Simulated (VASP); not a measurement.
A run of VASP 6.6.1 is set up as follows.

File INCAR:

```
PREC = Accurate
ENCUT = 520
EDIFF = 1E-6
ISMEAR = 0
SIGMA = 0.01
LREAL = F
LASPH = T
NELM = 150
ALGO = Normal
ISIF = 2
LWAVE = F
LCHARG = F
ISPIN = 2
MAGMOM = 1 1 0 0
LORBIT = 11
NUPDOWN = 2.0
LMAXMIX = 4
LDAU = T
LDAUTYPE = 2
LDAUL = 2 -1
LDAUU = 4 0
LDAUJ = 0 0
LDAUPRINT = 1
GGA = PE
NBANDS = 29
```

File KPOINTS:

```
regular mesh
0
Gamma
  8 8 5
```

File POSCAR:

```
CuO
1.0
    2.3420000000     -1.7115000000      0.0000000000
    2.3420000000      1.7115000000      0.0000000000
   -0.8500605740      0.0000000000      5.0580666287
Cu O
2 2
Direct
    0.0000000000      0.5000000000      0.0000000000
    0.5000000000      0.0000000000      0.5000000000
    0.5786589457      0.4213410543      0.2500000000
    0.4213410543      0.5786589457      0.7500000000
```

Potentials or basis: VASP PAW PBE potentials, release 64 (Cu, O).

Run with:

```sh
$ cat potpaw_PBE.64/Cu/POTCAR potpaw_PBE.64/O/POTCAR > POTCAR
$ mpirun -np 1 vasp_std > vasp.out
```

Task: Estimate the largest force.

Result: 0.004 eV/Å.

Task: Predict the pressure.

Result: 5.1 GPa.

Eigenvalues of the final occupation matrices:
```csv
site,spin,trace,eigenvalues
site 1 d,1,4.91,0.96 0.97 0.97 0.98 1.03
site 1 d,2,4.25,0.39 0.95 0.97 0.97 0.98
site 2 d,1,4.91,0.96 0.97 0.97 0.98 1.03
site 2 d,2,4.25,0.39 0.95 0.97 0.97 0.98
```

Caveat: the cell stands under pressure; the total moment is fixed, so each spin has its own Fermi level.
